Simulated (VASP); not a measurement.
# PbO (P4/nmm) in VASP: elastic constants with PBEsol

Aim: the elastic constants of PbO with PBEsol.

All numbers are computed with VASP 6.6.1; they aren't measurements. Logs are shortened: lines on timing, memory, paths and dates and some standing lists are left out, and cuts for length are marked.

## Step 1: The cell of the first run

Symmetry: P4/nmm, No. 129, tetragonal system. The conventional cell has a = 3.990 Å, b = 3.990 Å, c = 5.010 Å, α = 90.00°, β = 90.00°, γ = 90.00°. Within 3.1 Å of Pb (site symmetry 4mm) lie 4 O at 2.33 Å. O (site symmetry -4m2) has 4 Pb at 2.33 Å and 4 O at 2.82 Å within 3.1 Å.

## Step 2: Elastic constants, PBEsol

Input file INCAR:

```
PREC     = Accurate       # precision mode
ENCUT    = 600            # plane-wave cutoff, eV
EDIFF    = 1E-8           # SCF threshold, eV
ISMEAR   = 0              # smearing method
SIGMA    = 0.01           # smearing width, eV
LREAL    = False          # projectors in reciprocal space
LASPH    = True           # aspherical terms in the spheres
NELM     = 120            # most SCF steps
ALGO     = Normal         # electronic algorithm
ISIF     = 3              # what is computed and relaxed
LWAVE    = False          # write WAVECAR
LCHARG   = False          # write CHGCAR
GGA      = PS             # functional
NBANDS   = 28             # bands
IBRION   = 6              # ionic algorithm
NFREE    = 2            
POTIM    = 0.015          # step
NSW      = 1              # ionic steps
GGA_COMPAT= False
```

Input file KPOINTS:

```
Automatic mesh
0
Gamma
  5 5 5
```

Input file POSCAR:

```
PbO
1.0
    3.9900000000      0.0000000000      0.0000000000
    0.0000000000      3.9900000000      0.0000000000
    0.0000000000      0.0000000000      5.0100000000
Pb O
2 2
Direct
    0.5000000000      0.0000000000      0.7600000000
    0.0000000000      0.5000000000      0.2400000000
    0.5000000000      0.5000000000      0.0000000000
    0.0000000000      0.0000000000      0.0000000000
```

Potentials or basis: VASP PAW PBE potentials, release 64 (Pb_d, O).

Launch:

```bash
$ cat potpaw_PBE.64/Pb_d/POTCAR potpaw_PBE.64/O/POTCAR > POTCAR
$ mpirun -np 1 vasp_std > vasp.out
```

OUTCAR:

```text
PREC = Accurate
   ENCUT = 600
   EDIFF = 1E-8
   ISMEAR = 0
   LREAL = False
   LASPH = True
   NELM = 120
   ISIF = 3
   GGA = PS
   IBRION = 6
   NFREE = 2
   POTIM = 0.015
   NSW = 1

 ion  position               nearest neighbor table
   1  0.500  0.000  0.760-   3 2.33   4 2.33   3 2.33   4 2.33   2 3.71   2 3.71   2 3.71   2 3.71
                             2 3.84   2 3.84   2 3.84   2 3.84
   2  0.000  0.500  0.240-   3 2.33   4 2.33   4 2.33   3 2.33   1 3.71   1 3.71   1 3.71   1 3.71
                             1 3.84   1 3.84   1 3.84   1 3.84
   3  0.500  0.500  0.000-   1 2.33   2 2.33   1 2.33   2 2.33
   4  0.000  0.000  0.000-   1 2.33   2 2.33   2 2.33   1 2.33

  LATTYP: Found a simple tetragonal cell.
 ALAT       =     3.9900000000
 C/A-ratio  =     1.2556390977

  Lattice vectors:

 A1 = (   3.9900000000,   0.0000000000,   0.0000000000)
 A2 = (   0.0000000000,   3.9900000000,   0.0000000000)
 A3 = (   0.0000000000,   0.0000000000,   5.0100000000)

Analysis of symmetry for initial positions (statically):
=====================================================================
 Subroutine PRICEL returns:
 Original cell was already a primitive cell.

 Routine SETGRP: Setting up the symmetry group for a
 simple tetragonal supercell.

 Subroutine GETGRP returns: Found 16 space group operations
 (whereof  8 operations were pure point group operations)
 out of a pool of 16 trial point group operations.

The static configuration has the point symmetry D_2d.
 The point group associated with its full space group is D_4h.

Analysis of symmetry for dynamics (positions and initial velocities):
=====================================================================
 Subroutine PRICEL returns:
 Original cell was already a primitive cell.

 Routine SETGRP: Setting up the symmetry group for a
 simple tetragonal supercell.

 Subroutine GETGRP returns: Found 16 space group operations
 (whereof  8 operations were pure point group operations)
 out of a pool of 16 trial point group operations.

The dynamic configuration has the point symmetry D_2d.
 The point group associated with its full space group is D_4h.

 Subroutine INISYM returns: Found 16 space group operations
 (whereof  8 operations are pure point group operations),
 and found     1 'primitive' translations

----------------------------------------------------------------------------------------

                                     Primitive cell

  volume of cell :      79.7597

  direct lattice vectors                    reciprocal lattice vectors
     3.990000000  0.000000000  0.000000000     0.250626566  0.000000000  0.000000000
     0.000000000  3.990000000  0.000000000     0.000000000  0.250626566  0.000000000
     0.000000000  0.000000000  5.010000000     0.000000000  0.000000000  0.199600798

  length of vectors
     3.990000000  3.990000000  5.010000000     0.250626566  0.250626566  0.199600798

  position of ions in fractional coordinates (direct lattice)
     0.500000000  0.000000000  0.760000000
     0.000000000  0.500000000  0.240000000
     0.500000000  0.500000000  0.000000000
     0.000000000  0.000000000  0.000000000

  ion indices of the primitive-cell ions
   primitive index   ion index
                 1           1
                 2           2
                 3           3
[... 123 lines left out ...]
  -------------------------------------------------------------------------------------
  Total       -0.3595545     -0.3595545     -0.5495650      0.0000000      0.0000000      0.0000000
  in kB       -7.2225701     -7.2225701    -11.0394166      0.0000000      0.0000000      0.0000000
  external PRESSURE =      -8.4948522 kB  Pullay stress =       0.0000000 kB
[... 95 lines left out ...]
  FREE ENERGIE OF THE ION-ELECTRON SYSTEM (eV)
  ---------------------------------------------------
  free  energy   TOTEN  =       -22.8705049602 eV

  energy  without entropy=      -22.8705049602  energy(sigma->0) =      -22.87050496

 E-fermi :   4.8187     XC(G=0):  -9.9927

 val. band max:        4.7562690627   @ k =   0.0000   0.0000   0.0000
 cond. band min:       6.3057022548   @ k =   0.4000   0.4000   0.0000
 fundamental gap:      1.5494331921
 Fermi energy:         4.8187122226

 k-point     1 :       0.0000    0.0000    0.0000
  band No.  band energies     occupation
      1     -13.3473      2.00000
      2     -12.8289      2.00000
      3     -11.1681      2.00000
      4     -11.1681      2.00000
      5     -11.1090      2.00000
      6     -11.1042      2.00000
[... 547 lines left out ...]
     27      14.8922      0.00000
     28      15.1818      0.00000

[... ionic steps 4 to 18 ...]

--------------------------------------- Ionic step       19  -------------------------------------------

 number of electron      40.0000002 magnetization

------------------------ aborting loop because EDIFF is reached ----------------------------------------
[... 71 lines left out ...]
--------------------------------------- Ionic step       21  -------------------------------------------

 number of electron      40.0000001 magnetization

 Free energy of the ion-electron system (eV)
  ---------------------------------------------------
  ext. energy  EPLUGINS =         0.00000000
  ---------------------------------------------------
  free energy    TOTEN  =       -22.87183150 eV

  energy without entropy =      -22.87183150  energy(sigma->0) =      -22.87183150

 E-fermi :   4.9517     XC(G=0): -10.0712

 val. band max:        4.8916636314   @ k =   0.0000   0.0000   0.0000
 cond. band min:       6.4676468002   @ k =   0.4000   0.4000   0.0000
 fundamental gap:      1.5759831688
 Fermi energy:         4.9516789151

 k-point     1 :       0.0000    0.0000    0.0000
  band No.  band energies     occupation
      1     -13.2987      2.00000
      2     -12.7676      2.00000
      3     -11.0286      2.00000
      4     -11.0284      2.00000
      5     -10.9676      2.00000
      6     -10.9506      2.00000
[... 733 lines left out ...]
     27      13.8078      0.00000
     28      14.3104      0.00000

 [... further k-points ...]

------------------------ aborting loop because EDIFF is reached ----------------------------------------

  FORCE on cell =-STRESS in cart. coord.  units (eV):
  Direction    XX          YY          ZZ          XY          YZ          ZX
  --------------------------------------------------------------------------------------
  -------------------------------------------------------------------------------------
  Total       -0.4608975     -0.2530964     -0.5493158      0.0000000      0.0000000      0.0000000
  in kB       -9.2583044     -5.0840869    -11.0344113      0.0000000      0.0000000      0.0000000
  external PRESSURE =      -8.4589342 kB  Pullay stress =       0.0000000 kB
[... 19 lines left out ...]
  FREE ENERGIE OF THE ION-ELECTRON SYSTEM (eV)
  ---------------------------------------------------
  free  energy   TOTEN  =       -22.8718314960 eV

  energy  without entropy=      -22.8718314960  energy(sigma->0) =      -22.87183150

 INTERNAL STRAIN TENSORS FROM STRAINED CELLS
 ============================================

 INTERNAL STRAIN TENSOR FOR ION    1 for displacements in x,y,z  (eV/Angst):
          X           Y           Z          XY          YZ          ZX
  --------------------------------------------------------------------------------
  x     0.00000     0.00000    -0.00000     0.00000     0.00000     5.66450
  y     0.00000     0.00000    -0.00000     0.00000     5.37174     0.00000
  z    10.58480    10.58189    17.20139     0.00370    -0.00005     0.00051

 INTERNAL STRAIN TENSORS FROM DISPLACED ATOMS
 ============================================

 INTERNAL STRAIN TENSOR FOR ION    1 for displacements in x,y,z  (eV/Angst):
          X           Y           Z          XY          YZ          ZX
  --------------------------------------------------------------------------------
  x     0.00000     0.00000     0.00000     0.00000     0.00000     5.65722
  y     0.00000     0.00000     0.00000     0.00000     5.65723     0.00000
  z    10.56510    10.56510    17.49046     0.00000     0.00000     0.00000

 INTERNAL STRAIN TENSOR FOR ION    4 for displacements in x,y,z  (eV/Angst):
          X           Y           Z          XY          YZ          ZX
  --------------------------------------------------------------------------------
  x     0.00000     0.00000     0.00000     0.00000     0.00000    -3.46488
  y     0.00000     0.00000     0.00000     0.00000     3.46490     0.00000
  z    -6.91942     6.91942     0.00000     0.00000     0.00000     0.00000

 Eigenvectors and eigenvalues of the dynamical matrix
 ----------------------------------------------------

   1 f  =   12.082170 THz    75.914515 2PiTHz  403.017823 cm-1    49.967819 meV
             X         Y         Z           dx          dy          dz
      1.995000  0.000000  3.807600    -0.006746    0.047134    0.000000
      0.000000  1.995000  1.202400     0.006746   -0.047134    0.000000
      1.995000  1.995000  0.000000    -0.099961   -0.698384   -0.000000
      0.000000  0.000000  0.000000     0.099961    0.698384   -0.000000
[... 71 lines left out ...]
  12 f/i=    0.001128 THz     0.007088 2PiTHz    0.037629 cm-1     0.004665 meV
             X         Y         Z           dx          dy          dz
      1.995000  0.000000  3.807600    -0.679671    0.046536   -0.000000
      0.000000  1.995000  1.202400    -0.679671    0.046536   -0.000000
      1.995000  1.995000  0.000000    -0.188982    0.012939   -0.000000
      0.000000  0.000000  0.000000    -0.188982    0.012939   -0.000000

--------------------------------------------------------------------------------------------------------

 ELASTIC MODULI CONTR FROM IONIC RELAXATION (kBar)
 Direction    XX          YY          ZZ          XY          YZ          ZX
 --------------------------------------------------------------------------------
 XX        -572.2559     13.8345   -462.2318      0.0000      0.0000     -0.0000
 YY          13.8345   -572.2559   -462.2318      0.0000      0.0000     -0.0000
 ZZ        -462.2318   -462.2318   -765.2221      0.0000      0.0000     -0.0000
 XY           0.0000      0.0000      0.0000      0.0000      0.0000      0.0000
 YZ           0.0000      0.0000      0.0000      0.0000   -236.3597      0.0000
 ZX          -0.0000     -0.0000     -0.0000      0.0000      0.0000   -236.3583
 --------------------------------------------------------------------------------

 TOTAL ELASTIC MODULI (kBar)
 Direction    XX          YY          ZZ          XY          YZ          ZX
 --------------------------------------------------------------------------------
 XX         726.4251    672.1618    147.3179      0.0000      0.0000     -0.0000
 YY         672.1618    726.4251    147.3179      0.0000      0.0000     -0.0000
 ZZ         147.3179    147.3179    196.9505      0.0000      0.0000     -0.0000
 XY           0.0000      0.0000      0.0000    589.6991      0.0000      0.0000
 YZ           0.0000      0.0000      0.0000      0.0000    167.0438      0.0000
 ZX          -0.0000     -0.0000     -0.0000      0.0000      0.0000    167.0446
 --------------------------------------------------------------------------------
```

Wall time 26 min (1 thread of Oxide Virtual Turin-like, shared host); peak memory 0.31 GiB.

What came out:

```
Voigt bulk modulus                                      : 40 GPa
Highest phonon frequency at Γ, LO-TO splitting left out : 403 cm⁻¹
```

Phonon frequencies in cm⁻¹ (negative: imaginary):
| q point | frequencies |
| --- | --- |
| (0.000, 0.000, 0.000) | 0 0 0 82 82 145 247 247 334 381 403 403 |

Elastic tensor in Voigt notation (GPa, in the Cartesian axes of the cell as first typed):
```
73 67 15  0  0  0
67 73 15  0  0  0
15 15 20  0  0  0
 0  0  0 17  0  0
 0  0  0  0 17  0
 0  0  0  0  0 59
```

Clamped-ion elastic tensor (GPa):
```
130  66  61   0   0   0
 66 130  61   0   0   0
 61  61  96   0   0   0
  0   0   0  40   0   0
  0   0   0   0  40   0
  0   0   0   0   0  59
```

Caveat: the PAW data sets were made with another functional, which shifts forces and pressure a little; spin-orbit coupling is left out, which moves the levels of the heavy elements.
